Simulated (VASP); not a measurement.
# In in VASP: single point with PBE

Aim: the single point of In with PBE.

All numbers are computed with VASP 6.6.1; they aren't measurements. Logs are shortened: lines on timing, memory, paths and dates and some standing lists are left out, and cuts for length are marked.

## (1) The cell of the first run

The cell holds a slab with vacuum, 2 atoms: a = 3.390 Å, b = 3.387 Å, c = 16.766 Å, α = 90.00°, β = 90.00°, γ = 120.04°.

## (2) Single point, PBE

File INCAR:

```
PREC = Accurate ; ENCUT = 520
EDIFF = 1E-6 ; ISMEAR = 0
SIGMA = 0.1 ; LREAL = F
LASPH = T ; NELM = 80
ALGO = Normal ; ISIF = 2
LWAVE = F ; LCHARG = T
LDIPOL = T ; IDIPOL = 3
DIPOL = 0.5 0.5 0.503 ; GGA = PE
LELF = T ; LVHAR = T
LVACPOTAV = T ; NBANDS = 20
```

File KPOINTS:

```
regular mesh
0
Gamma
  10 10 1
```

File POSCAR:

```
In
1.0
    3.3902139325      0.0000000000      0.0000000000
   -1.6951069662      2.9318079055      0.0000000000
    0.0000000000      0.0000000000     16.7661115666
In
2
Direct
    0.3342898530      0.6685797059      0.4175088524
    0.6685668097      0.3371336194      0.5886446934
```

Potentials or basis: VASP PAW PBE potentials, release 64 (In_d).

Command:

```console
$ cat potpaw_PBE.64/In_d/POTCAR > POTCAR
$ mpirun -np 1 vasp_std > vasp.out
```

OUTCAR:

```text
PREC = Accurate
   ENCUT = 520
   EDIFF = 1E-6
   ISMEAR = 0
   LREAL = F
   LASPH = T
   NELM = 80
   ISIF = 2
   GGA = PE

 ion  position               nearest neighbor table
   1  0.334  0.669  0.418-   2 3.47   2 3.47   2 3.47
   2  0.669  0.337  0.589-   1 3.47   1 3.47   1 3.47

  Warning from LATTYP: Monoclinic adjustment (A1->A3, A2->A1, A3->A2)!
  LATTYP: Found a base centered orthorhombic cell.
 ALAT       =     3.3902139325
 B/A-ratio  =     1.7295710323
 C/A-ratio  =     4.9454435326

  Lattice vectors:

 A1 = (   1.6951069662,  -2.9318079055,   0.0000000000)
 A2 = (   1.6951069663,   2.9318079055,   0.0000000000)
 A3 = (   0.0000000000,   0.0000000000,  16.7661115666)

Analysis of symmetry for initial positions (statically):
=====================================================================
 Subroutine PRICEL returns:
 Original cell was already a primitive cell.

 Routine SETGRP: Setting up the symmetry group for a
 base centered orthorhombic supercell.

 Subroutine GETGRP returns: Found  4 space group operations
 (whereof  2 operations were pure point group operations)
 out of a pool of  8 trial point group operations.

The static configuration has the point symmetry C_1h.
 The point group associated with its full space group is C_2h.

Analysis of symmetry for dynamics (positions and initial velocities):
=====================================================================
 Subroutine PRICEL returns:
 Original cell was already a primitive cell.

 Routine SETGRP: Setting up the symmetry group for a
 base centered orthorhombic supercell.

 Subroutine GETGRP returns: Found  4 space group operations
 (whereof  2 operations were pure point group operations)
 out of a pool of  8 trial point group operations.

The dynamic configuration has the point symmetry C_1h.
 The point group associated with its full space group is C_2h.

 Subroutine INISYM returns: Found  4 space group operations
 (whereof  2 operations are pure point group operations),
 and found     1 'primitive' translations

----------------------------------------------------------------------------------------

                                     Primitive cell

  volume of cell :     166.6460

  direct lattice vectors                    reciprocal lattice vectors
     3.390213933  0.000000000  0.000000000     0.294966636  0.170543233  0.000000000
    -1.695106966  2.931807905  0.000000000     0.000000000  0.341086467  0.000000000
     0.000000000  0.000000000 16.766111567     0.000000000  0.000000000  0.059644122

  length of vectors
[... 81 lines left out ...]
   NELM   =     80;   NELMIN=  2; NELMDL= -5     # of ELM steps
   EDIFF  = 0.1E-05   stopping-criterion for ELM
   LREAL  =      F    real-space projection
   EDIFFG = 0.1E-04   stopping-criterion for IOM
   NSW    =      0    number of steps for IOM
   IBRION =     -1    ionic relax: 0-MD 1-quasi-New 2-CG
   NFREE  =      0    steps in history (QN), initial steepest desc. (CG)
   ISIF   =      2    stress and relaxation
   ISYM   =      2    0-nonsym 1-usesym 2-fastsym
   POTIM  = 0.5000    time-step for ionic-motion
   TEBEG  =    0.0;   TEEND  =   0.0 temperature during run
   PSTRESS=    0.0 pullay stress
   NELECT =      26.0000    total number of electrons
   NUPDOWN=      -1.0000    fix difference up-down
   EMIN   =  10.00;   EMAX   =-10.00  energy-range for DOS
   EFERMI =   0.00;   METHOD = LEGACY
   ISMEAR =     0;   SIGMA  =   0.10  broadening in eV -4-tet -1-fermi 0-gaus
   EFERMI_NEDOS =   21; number of points for ismear=-14 and -15
   IALGO  =     38    algorithm
   IMIX   =      4    mixing-type and parameters
     AMIX     =   0.40;   BMIX     =  1.00
     AMIX_MAG =   1.60;   BMIX_MAG =  1.00
  volume/ion in A,a.u.               =      83.32       562.29
  Fermi-wavevector in a.u.,A,eV,Ry     =   0.881321  1.665456 10.568017  0.776727
  Thomas-Fermi vector in A             =   2.001802
   LORBIT       =      0    0 simple, 1 ext, 2 COOP (PROOUT), +10 PAW based schemes
   GGA     = PE    functional components
   LHFCALC =     F    Hartree Fock is set to
   AEXX    =    0.0000 exact exchange contribution
   IVDW    =     0    specifies the selected vdW correction
   LEPSILON=     F    determine dielectric tensor
   LRPA    =     F    only Hartree local field effects (RPA)
 non-spin polarized calculation
 Gauss-broadening in eV      SIGMA  =   0.10
  energy-cutoff  :      520.00
  volume of cell :      166.65
 maximum number of plane-waves:      4511
 NGX is ok and might be reduce to    28
   NGX = 13   NGY = 13   NGZ = 63

 dipolmoment           0.000000      0.000000      0.000101 electrons x Angstroem

 number of electron      26.0000001 magnetization

 dipolmoment           0.000000      0.000000     -0.000008 electrons x Angstroem

 Free energy of the ion-electron system (eV)
  ---------------------------------------------------
  ext. energy  EPLUGINS =         0.00000000
  ---------------------------------------------------
  free energy    TOTEN  =        -4.71715780 eV

  energy without entropy =       -4.71049831  energy(sigma->0) =       -4.71382806

 E-fermi :  -0.4850     XC(G=0):  -4.2619

 val. band max:       -0.5412044597   @ k =   0.1000   0.4000   0.0000
 cond. band min:      -0.2452915834   @ k =   0.3000   0.0000   0.0000
 fundamental gap:      0.2959128763
 Fermi energy:        -0.4849944729

 k-point     1 :       0.0000    0.0000    0.0000
  band No.  band energies     occupation
      1     -14.9222      2.00000
      2     -14.9119      2.00000
      3     -14.8334      2.00000
      4     -14.8313      2.00000
      5     -14.8283      2.00000
      6     -14.8263      2.00000
[... 541 lines left out ...]
     19       5.4992      0.00000
     20       6.0917      0.00000

 [... further k-points ...]
[... 5 lines left out ...]
  --------------------------------------------------------------------------------------
  -------------------------------------------------------------------------------------
  Total       -1.5293236     -1.5206845      0.0441829     -0.0000000     -0.0003404     -0.0000000
  in kB      -14.7033067    -14.6202480      0.4247854     -0.0000000     -0.0032727     -0.0000000
  external PRESSURE =      -9.6329231 kB  Pullay stress =       0.0000000 kB

 VOLUME and BASIS-vectors are now :
 -----------------------------------------------------------------------------
  energy-cutoff  :      520.00
  volume of cell :      166.65
      direct lattice vectors                 reciprocal lattice vectors
     3.390213933  0.000000000  0.000000000     0.294966636  0.170543233  0.000000000
    -1.695106966  2.931807905  0.000000000     0.000000000  0.341086467  0.000000000
     0.000000000  0.000000000 16.766111567     0.000000000  0.000000000  0.059644122

 POSITION                                       TOTAL-FORCE (eV/Angst)
 -----------------------------------------------------------------------------------
      0.00000      1.96015      7.00000         0.000000      0.000049     -0.023044
      1.69511      0.98841      9.86928        -0.000000     -0.000049      0.023044
 -----------------------------------------------------------------------------------
    total drift:                                0.000000      0.000018     -0.000136

  FREE ENERGIE OF THE ION-ELECTRON SYSTEM (eV)
  ---------------------------------------------------
  free  energy   TOTEN  =        -4.7171578011 eV

  energy  without entropy=       -4.7104983103  energy(sigma->0) =       -4.71382806

 vacuum level on the upper side and lower side of the slab         3.638         3.638
```

OSZICAR:

```text
N       E                     dE             d eps       ncg     rms          rms(c)
DAV:   1     0.202749604087E+03    0.20275E+03   -0.12010E+04  1264   0.120E+03
DAV:   2     0.116322599154E+02   -0.19112E+03   -0.18831E+03  1296   0.312E+02
DAV:   3    -0.421854399150E+01   -0.15851E+02   -0.15784E+02  1456   0.117E+02
[... 10 lines left out ...]
DAV:  14    -0.471704964300E+01   -0.15487E-03   -0.21422E-05  1032   0.258E-02    0.715E-03
DAV:  15    -0.471707761232E+01   -0.27969E-04   -0.14684E-06  1084   0.877E-03    0.390E-03
DAV:  16    -0.471714691519E+01   -0.69303E-04   -0.39392E-06   996   0.140E-02    0.953E-04
DAV:  17    -0.471715458700E+01   -0.76718E-05   -0.44447E-07  1052   0.309E-03    0.969E-04
DAV:  18    -0.471715768429E+01   -0.30973E-05   -0.22521E-07   976   0.222E-03    0.440E-04
DAV:  19    -0.471715780109E+01   -0.11680E-06   -0.14586E-08   940   0.148E-03
   1 F= -.47171578E+01 E0= -.47138281E+01  d E =-.665949E-02
```

Wall time 2.2 min (1 thread of Intel Xeon Platinum 8259CL at 2.50GHz (Skylake/Cascade Lake), shared host); peak memory 0.32 GiB.

Results:

| Quantity | Value |
| --- | --- |
| Free energy | -4.7172 eV |
| Largest force | 0.023 eV/Å |
| Band gap on the k mesh | zero (bands 13 and 14 overlap by 1.66 eV) |

Forces in eV/Å, atoms in the order of the input:
```
In   0.000  0.000 -0.023
In   0.000  0.000  0.023
```

Caveat: spin-orbit coupling is left out, which moves the levels of the heavy elements.
